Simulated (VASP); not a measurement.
# Pt (Cmce) in VASP: a series of runs

The runs below take Pt through single point, relaxation of cell and atoms, with PBE.

Program: VASP 6.6.1. These are calculated values, not measurements. Logs are shortened: lines on timing, memory, paths and dates and some standing lists are left out, and cuts for length are marked.

## Step 1: The cell of the first run

It takes space group Cmce (No. 64, orthorhombic). The conventional cell has a = 4.283 Å, b = 7.258 Å, c = 4.288 Å, α = 90.00°, β = 90.00°, γ = 90.00°. Pt (site symmetry m) has 7 Pt at 2.31 to 2.65 Å within 3.1 Å.

## Step 2: Single point, PBE

Input file INCAR:

```
SYSTEM = Pt
ALGO = Normal
EDIFF = 1E-6
ENCUT = 520
GGA = PE
ISIF = 2
ISMEAR = 0
LASPH = .True.
LCHARG = .False.
LREAL = .False.
LWAVE = .False.
NBANDS = 28
NELM = 100
PREC = Accurate
SIGMA = 0.1
```

Input file KPOINTS:

```
k-points
0
Gamma
  6 6 4
  0 0 0
```

Input file POSCAR:

```
Pt
1.0
    2.1412864732     -3.6290834750      0.0000000000
    2.1412864732      3.6290834750      0.0000000000
    0.0000000000      0.0000000000      4.2882694986
Pt
4
Direct
    0.1525000000      0.8475000000      0.0785000000
    0.6525000000      0.3475000000      0.4215000000
    0.8475000000      0.1525000000      0.9215000000
    0.3475000000      0.6525000000      0.5785000000
```

Potentials or basis: VASP PAW PBE potentials, release 64 (Pt).

The run is started by

```
$ cat potpaw_PBE.64/Pt/POTCAR > POTCAR
$ mpirun -np 1 vasp_std > vasp.out
```

OUTCAR:

```text
SYSTEM = Pt
   EDIFF = 1E-6
   ENCUT = 520
   GGA = PE
   ISIF = 2
   ISMEAR = 0
   LASPH = .True.
   LREAL = .False.
   NELM = 100
   PREC = Accurate

 ion  position               nearest neighbor table
   1  0.153  0.847  0.078-   3 2.31   4 2.57   4 2.57   2 2.60   2 2.60   3 2.65   3 2.65
   2  0.653  0.347  0.422-   4 2.31   3 2.57   3 2.57   1 2.60   1 2.60   4 2.65   4 2.65
   3  0.847  0.153  0.922-   1 2.31   2 2.57   2 2.57   4 2.60   4 2.60   1 2.65   1 2.65
   4  0.347  0.653  0.578-   2 2.31   1 2.57   1 2.57   3 2.60   3 2.60   2 2.65   2 2.65

  LATTYP: Found a base centered orthorhombic cell.
 ALAT       =     4.2825729464
 B/A-ratio  =     1.6948145521
 C/A-ratio  =     1.0013301705

  Lattice vectors:

 A1 = (   2.1412864732,  -3.6290834750,   0.0000000000)
 A2 = (   2.1412864732,   3.6290834750,   0.0000000000)
 A3 = (   0.0000000000,   0.0000000000,   4.2882694986)

Analysis of symmetry for initial positions (statically):
=====================================================================
 Subroutine PRICEL returns:
 Original cell was already a primitive cell.

 Routine SETGRP: Setting up the symmetry group for a
 base centered orthorhombic supercell.

 Subroutine GETGRP returns: Found  8 space group operations
 (whereof  4 operations were pure point group operations)
 out of a pool of  8 trial point group operations.

The static configuration has the point symmetry C_2h.
 The point group associated with its full space group is D_2h.

Analysis of symmetry for dynamics (positions and initial velocities):
=====================================================================
 Subroutine PRICEL returns:
 Original cell was already a primitive cell.

 Routine SETGRP: Setting up the symmetry group for a
 base centered orthorhombic supercell.

 Subroutine GETGRP returns: Found  8 space group operations
 (whereof  4 operations were pure point group operations)
 out of a pool of  8 trial point group operations.

The dynamic configuration has the point symmetry C_2h.
 The point group associated with its full space group is D_2h.

 Subroutine INISYM returns: Found  8 space group operations
 (whereof  4 operations are pure point group operations),
 and found     1 'primitive' translations

----------------------------------------------------------------------------------------

                                     Primitive cell

  volume of cell :      66.6475

  direct lattice vectors                    reciprocal lattice vectors
     2.141286473 -3.629083475  0.000000000     0.233504487 -0.137775833  0.000000000
[... 91 lines left out ...]
   LREAL  =      F    real-space projection
   EDIFFG = 0.1E-04   stopping-criterion for IOM
   NSW    =      0    number of steps for IOM
   IBRION =     -1    ionic relax: 0-MD 1-quasi-New 2-CG
   NFREE  =      0    steps in history (QN), initial steepest desc. (CG)
   ISIF   =      2    stress and relaxation
   ISYM   =      2    0-nonsym 1-usesym 2-fastsym
   POTIM  = 0.5000    time-step for ionic-motion
   TEBEG  =    0.0;   TEEND  =   0.0 temperature during run
   PSTRESS=    0.0 pullay stress
   NELECT =      40.0000    total number of electrons
   NUPDOWN=      -1.0000    fix difference up-down
   EMIN   =  10.00;   EMAX   =-10.00  energy-range for DOS
   EFERMI =   0.00;   METHOD = LEGACY
   ISMEAR =     0;   SIGMA  =   0.10  broadening in eV -4-tet -1-fermi 0-gaus
   EFERMI_NEDOS =   21; number of points for ismear=-14 and -15
   IALGO  =     38    algorithm
   IMIX   =      4    mixing-type and parameters
     AMIX     =   0.40;   BMIX     =  1.00
     AMIX_MAG =   1.60;   BMIX_MAG =  1.00
  volume/ion in A,a.u.               =      16.66       112.44
  Fermi-wavevector in a.u.,A,eV,Ry     =   1.380915  2.609551 25.945300  1.906926
  Thomas-Fermi vector in A             =   2.505748
   LORBIT       =      0    0 simple, 1 ext, 2 COOP (PROOUT), +10 PAW based schemes
   GGA     = PE    functional components
   LHFCALC =     F    Hartree Fock is set to
   AEXX    =    0.0000 exact exchange contribution
   IVDW    =     0    specifies the selected vdW correction
   LEPSILON=     F    determine dielectric tensor
   LRPA    =     F    only Hartree local field effects (RPA)
 non-spin polarized calculation
 Gauss-broadening in eV      SIGMA  =   0.10
  energy-cutoff  :      520.00
  volume of cell :       66.65
 maximum number of plane-waves:      1812
   NGX = 15   NGY = 15   NGZ = 15

 number of electron      40.0000000 magnetization

 Free energy of the ion-electron system (eV)
  ---------------------------------------------------
  ext. energy  EPLUGINS =         0.00000000
  ---------------------------------------------------
  free energy    TOTEN  =       -21.28980471 eV

  energy without entropy =      -21.25880934  energy(sigma->0) =      -21.27430703

 E-fermi :   9.9957     XC(G=0): -12.6705

 val. band max:        9.9943471477   @ k =  -0.3333   0.1667   0.0000
 cond. band min:      10.0112372470   @ k =   0.3333  -0.0000   0.0000
 fundamental gap:      0.0168900993
 Fermi energy:         9.9956590910

 k-point     1 :       0.0000    0.0000    0.0000
  band No.  band energies     occupation
      1       0.2652      2.00000
      2       3.3606      2.00000
      3       3.5524      2.00000
      4       3.6578      2.00000
      5       4.3638      2.00000
      6       4.4682      2.00000
[... 733 lines left out ...]
     27      19.3520      0.00000
     28      20.9537      0.00000

 [... further k-points ...]

------------------------ aborting loop because EDIFF is reached ----------------------------------------

  FORCE on cell =-STRESS in cart. coord.  units (eV):
  Direction    XX          YY          ZZ          XY          YZ          ZX
  --------------------------------------------------------------------------------------
  -------------------------------------------------------------------------------------
  Total        9.7141848     20.5313654     11.6916165      0.0000000     -0.0000000      0.0000000
  in kB      233.5248725    493.5652967    281.0614903      0.0000000     -0.0000000      0.0000000
  external PRESSURE =     336.0505532 kB  Pullay stress =       0.0000000 kB

 VOLUME and BASIS-vectors are now :
 -----------------------------------------------------------------------------
  energy-cutoff  :      520.00
  volume of cell :       66.65
      direct lattice vectors                 reciprocal lattice vectors
     2.141286473 -3.629083475  0.000000000     0.233504487 -0.137775833  0.000000000
     2.141286473  3.629083475  0.000000000     0.233504487  0.137775833  0.000000000
     0.000000000  0.000000000  4.288269499     0.000000000  0.000000000  0.233194299

 POSITION                                       TOTAL-FORCE (eV/Angst)
 -----------------------------------------------------------------------------------
      2.14129      2.52221      0.33663         0.000000     -2.159058      0.531598
      2.14129     -1.10687      1.80751         0.000000     -2.159058     -0.531598
      2.14129     -2.52221      3.95164         0.000000      2.159058     -0.531598
      2.14129      1.10687      2.48076         0.000000      2.159058      0.531598
 -----------------------------------------------------------------------------------
    total drift:                               -0.000000     -0.000000     -0.000000

  FREE ENERGIE OF THE ION-ELECTRON SYSTEM (eV)
  ---------------------------------------------------
  free  energy   TOTEN  =       -21.2898047071 eV

  energy  without entropy=      -21.2588093430  energy(sigma->0) =      -21.27430703
```

stdout:

```text
POSCAR found type information on POSCAR Pt
 POSCAR found :  1 types and       4 ions
 scaLAPACK will be used
 LDA part: xc-table for (Slater+PW92), standard interpolation
 POSCAR, INCAR and KPOINTS ok, starting setup
 FFT: planning ... GRIDC
 FFT: planning ... GRID_SOFT
 FFT: planning ... GRID
 WAVECAR not read
 entering main loop
```

Run time: 20 s. Hardware: 1 thread of Intel Xeon 6975P-C (Granite Rapids), shared host; peak memory 0.2 GiB.

Results:

```yaml
Free_energy: -21.2898 eV
Pressure: 33.6 GPa
Largest_force: 2.224 eV/Å
Band_gap_on_the_k_mesh: zero (band 20 reaches 10.29 eV, above the bottom of band 21 at 9.79 eV)
```

Forces in eV/Å, atoms in the order of the input:
```
Pt   0.000 -2.159  0.532
Pt   0.000 -2.159 -0.532
Pt   0.000  2.159 -0.532
Pt   0.000  2.159  0.532
```

Stress tensor (GPa, compression positive):
```
23.35  0.00  0.00
 0.00 49.36  0.00
 0.00  0.00 28.11
```

Levels at points of the mesh, in eV from the Fermi level:
```
           k point  band 17  band 18  band 19  band 20  band 21  band 22  band 23  band 24
(0.00, 0.00, 0.00)    -2.18    -0.66    -0.42     0.29     0.33     3.11     3.48     5.09
(0.50, 0.00, 0.00)    -1.54    -1.54    -0.82    -0.82     0.22     0.22     4.41     4.41
(0.50, 0.50, 0.00)    -0.98    -0.92    -0.85    -0.34     0.27     0.48     0.81     5.05
(0.00, 0.00, 0.50)    -1.68    -1.68    -0.27    -0.27     0.02     0.02     7.03     7.03
(0.50, 0.00, 0.50)    -1.09    -1.09    -0.47    -0.47     0.36     0.36     1.28     1.28
(0.50, 0.50, 0.50)    -1.26    -1.26    -0.35    -0.35     0.33     0.33     1.99     1.99
```

Caveat: the k points lie up to 0.37 Å⁻¹ apart; spin-orbit coupling is left out, which moves the levels of the heavy elements; forces of over 1 eV/Å act on the atoms, so gaps and moduli don't describe the material at rest.

## Step 3: Single point, PBE

This run uses another cell than the first one, of 16.54 Å³/atom, 0.993 times its volume.

Input file INCAR:

```
SYSTEM = Pt
PREC     = Accurate       ! precision mode
ENCUT    = 520            ! plane-wave cutoff, eV
EDIFF    = 1E-6           ! SCF threshold, eV
ISMEAR   = 0              ! smearing method
SIGMA    = 0.1            ! smearing width, eV
LREAL    = .False.        ! projectors in reciprocal space
LASPH    = .True.         ! aspherical terms in the spheres
NELM     = 100            ! most SCF steps
ALGO     = Normal         ! electronic algorithm
ISIF     = 2              ! what is computed and relaxed
LWAVE    = .False.        ! write WAVECAR
LCHARG   = .False.        ! write CHGCAR
GGA      = PE             ! functional
NBANDS   = 28             ! bands
```

Input file KPOINTS:

```
regular mesh
0
Gamma
  6 6 4
  0 0 0
```

Input file POSCAR:

```
Pt
1.0
    1.5794096832     -5.0102119859      0.0000000000
    1.5794096832      5.0102119859      0.0000000000
    0.0000000000      0.0000000000      4.1799482854
Pt
4
Direct
    0.0980000000      0.9020000000      0.9100000000
    0.5980000000      0.4020000000      0.5900000000
    0.9020000000      0.0980000000      0.0900000000
    0.4020000000      0.5980000000      0.4100000000
```

Potentials or basis: VASP PAW PBE potentials, release 64 (Pt).

The run is started by

```
$ cat potpaw_PBE.64/Pt/POTCAR > POTCAR
$ mpirun -np 1 vasp_std > vasp.out
```

OUTCAR:

```text
SYSTEM = Pt
   PREC = Accurate
   ENCUT = 520
   EDIFF = 1E-6
   ISMEAR = 0
   LREAL = .False.
   LASPH = .True.
   NELM = 100
   ISIF = 2
   GGA = PE

 ion  position               nearest neighbor table
   1  0.098  0.902  0.910-   2 2.07   2 2.07   3 2.10   2 3.25   2 3.25   4 3.27   4 3.27   4 3.27
                             4 3.27
   2  0.598  0.402  0.590-   1 2.07   1 2.07   4 2.10   1 3.25   1 3.25   3 3.27   3 3.27   3 3.27
                             3 3.27
   3  0.902  0.098  0.090-   4 2.07   4 2.07   1 2.10   4 3.25   4 3.25   2 3.27   2 3.27   2 3.27
                             2 3.27
   4  0.402  0.598  0.410-   3 2.07   3 2.07   2 2.10   3 3.25   3 3.25   1 3.27   1 3.27   1 3.27
                             1 3.27

  LATTYP: Found a base centered orthorhombic cell.
 ALAT       =     3.1588193664
 B/A-ratio  =     3.1722054380
 C/A-ratio  =     1.3232628399

  Lattice vectors:

 A1 = (   1.5794096832,  -5.0102119859,   0.0000000000)
 A2 = (   1.5794096832,   5.0102119859,   0.0000000000)
 A3 = (   0.0000000000,   0.0000000000,   4.1799482854)

Analysis of symmetry for initial positions (statically):
=====================================================================
 Subroutine PRICEL returns:
 Original cell was already a primitive cell.

 Routine SETGRP: Setting up the symmetry group for a
 base centered orthorhombic supercell.

 Subroutine GETGRP returns: Found  8 space group operations
 (whereof  4 operations were pure point group operations)
 out of a pool of  8 trial point group operations.

The static configuration has the point symmetry C_2h.
 The point group associated with its full space group is D_2h.

Analysis of symmetry for dynamics (positions and initial velocities):
=====================================================================
 Subroutine PRICEL returns:
 Original cell was already a primitive cell.

 Routine SETGRP: Setting up the symmetry group for a
 base centered orthorhombic supercell.

[... 123 lines left out ...]
   EFERMI =   0.00;   METHOD = LEGACY
   ISMEAR =     0;   SIGMA  =   0.10  broadening in eV -4-tet -1-fermi 0-gaus
   EFERMI_NEDOS =   21; number of points for ismear=-14 and -15
   IALGO  =     38    algorithm
   IMIX   =      4    mixing-type and parameters
     AMIX     =   0.40;   BMIX     =  1.00
     AMIX_MAG =   1.60;   BMIX_MAG =  1.00
  volume/ion in A,a.u.               =      16.54       111.61
  Fermi-wavevector in a.u.,A,eV,Ry     =   1.384345  2.616032 26.074343  1.916410
  Thomas-Fermi vector in A             =   2.508858
   LORBIT       =      0    0 simple, 1 ext, 2 COOP (PROOUT), +10 PAW based schemes
   GGA     = PE    functional components
   LHFCALC =     F    Hartree Fock is set to
   AEXX    =    0.0000 exact exchange contribution
   IVDW    =     0    specifies the selected vdW correction
   LEPSILON=     F    determine dielectric tensor
   LRPA    =     F    only Hartree local field effects (RPA)
 non-spin polarized calculation
 Gauss-broadening in eV      SIGMA  =   0.10
  energy-cutoff  :      520.00
  volume of cell :       66.15
 maximum number of plane-waves:      1806
   NGX = 19   NGY = 19   NGZ = 15

 number of electron      39.9999999 magnetization

 Free energy of the ion-electron system (eV)
  ---------------------------------------------------
  ext. energy  EPLUGINS =         0.00000000
  ---------------------------------------------------
  free energy    TOTEN  =        -6.66301814 eV

  energy without entropy =       -6.64217889  energy(sigma->0) =       -6.65259852

 E-fermi :  10.8340     XC(G=0): -12.5186

 val. band max:       10.8314408944   @ k =   0.3333   0.1667   0.2500
 cond. band min:      10.8416195425   @ k =   0.5000   0.1667   0.0000
 fundamental gap:      0.0101786482
 Fermi energy:        10.8340359546

 k-point     1 :       0.0000    0.0000    0.0000
  band No.  band energies     occupation
      1       0.2792      2.00000
      2       1.1557      2.00000
      3       1.6566      2.00000
      4       1.9152      2.00000
      5       2.0965      2.00000
      6       2.1330      2.00000
[... 733 lines left out ...]
     27      21.0276      0.00000
     28      21.9615      0.00000

 [... further k-points ...]
[... 5 lines left out ...]
  --------------------------------------------------------------------------------------
  -------------------------------------------------------------------------------------
  Total       74.8877246     44.0242921     56.0913471      0.0000000      0.0000000      0.0000000
  in kB     1813.7165477   1066.2306471   1358.4843833      0.0000000      0.0000000      0.0000000
  external PRESSURE =    1412.8105260 kB  Pullay stress =       0.0000000 kB

 VOLUME and BASIS-vectors are now :
 -----------------------------------------------------------------------------
  energy-cutoff  :      520.00
  volume of cell :       66.15
      direct lattice vectors                 reciprocal lattice vectors
     1.579409683 -5.010211986  0.000000000     0.316573974 -0.099796177  0.000000000
     1.579409683  5.010211986  0.000000000     0.316573974  0.099796177  0.000000000
     0.000000000  0.000000000  4.179948285     0.000000000  0.000000000  0.239237410

 POSITION                                       TOTAL-FORCE (eV/Angst)
 -----------------------------------------------------------------------------------
      1.57941      4.02821      3.80375         0.000000    -12.187429     14.544302
      1.57941     -0.98200      2.46617         0.000000    -12.187429    -14.544302
      1.57941     -4.02821      0.37620         0.000000     12.187429    -14.544302
      1.57941      0.98200      1.71378         0.000000     12.187429     14.544302
 -----------------------------------------------------------------------------------
    total drift:                                0.000000      0.000000      0.000000

  FREE ENERGIE OF THE ION-ELECTRON SYSTEM (eV)
  ---------------------------------------------------
  free  energy   TOTEN  =        -6.6630181394 eV

  energy  without entropy=       -6.6421788950  energy(sigma->0) =       -6.65259852
```

OSZICAR:

```text
N       E                     dE             d eps       ncg     rms          rms(c)
DAV:   1     0.268475750970E+03    0.26848E+03   -0.20634E+04  2184   0.137E+03
DAV:   2     0.836007819785E+00   -0.26764E+03   -0.25618E+03  2428   0.307E+02
DAV:   3    -0.807187721611E+01   -0.89079E+01   -0.87585E+01  2456   0.545E+01
DAV:   4    -0.816219635516E+01   -0.90319E-01   -0.90271E-01  2336   0.560E+00
DAV:   5    -0.816358014788E+01   -0.13838E-02   -0.13838E-02  2376   0.750E-01    0.543E+01
DAV:   6    -0.704391732492E+01    0.11197E+01   -0.11808E+00  2292   0.704E+00    0.324E+01
DAV:   7    -0.668288396431E+01    0.36103E+00   -0.68979E-01  2312   0.493E+00    0.210E+00
DAV:   8    -0.666333123874E+01    0.19553E-01   -0.10455E-01  2260   0.207E+00    0.231E-01
DAV:   9    -0.666296394838E+01    0.36729E-03   -0.28493E-03  2384   0.280E-01    0.156E-01
DAV:  10    -0.666302300826E+01   -0.59060E-04   -0.26607E-04  2332   0.870E-02    0.658E-02
DAV:  11    -0.666301651822E+01    0.64900E-05   -0.20494E-05  2384   0.298E-02    0.147E-02
DAV:  12    -0.666301833765E+01   -0.18194E-05   -0.33687E-06  2100   0.110E-02    0.419E-03
DAV:  13    -0.666301813939E+01    0.19825E-06   -0.25543E-07  1204   0.323E-03
   1 F= -.66630181E+01 E0= -.66525985E+01  d E =-.208392E-01
```

stdout:

```text
POSCAR found type information on POSCAR Pt
 POSCAR found :  1 types and       4 ions
 scaLAPACK will be used
 LDA part: xc-table for (Slater+PW92), standard interpolation
 POSCAR, INCAR and KPOINTS ok, starting setup
 FFT: planning ... GRIDC
 FFT: planning ... GRID_SOFT
 FFT: planning ... GRID
 WAVECAR not read
 entering main loop
```

Run time: 29 s. Hardware: 1 thread of Intel Xeon 6975P-C (Granite Rapids), shared host; peak memory 0.23 GiB.

Results:

```
Free energy            : -6.6630 eV
Pressure               : 141.3 GPa
Largest force          : 18.976 eV/Å
Band gap on the k mesh : zero (band 20 reaches 11.72 eV, above the bottom of band 21 at 10.38 eV)
```

Forces on the atoms (eV/Å):
```
Pt    0.000 -12.187  14.544
Pt    0.000 -12.187 -14.544
Pt    0.000  12.187 -14.544
Pt    0.000  12.187  14.544
```

Caveat: the k points lie up to 0.38 Å⁻¹ apart; spin-orbit coupling is left out, which moves the levels of the heavy elements; forces of over 1 eV/Å act on the atoms, so gaps and moduli don't describe the material at rest.

(Continued in part 2 of 2.)
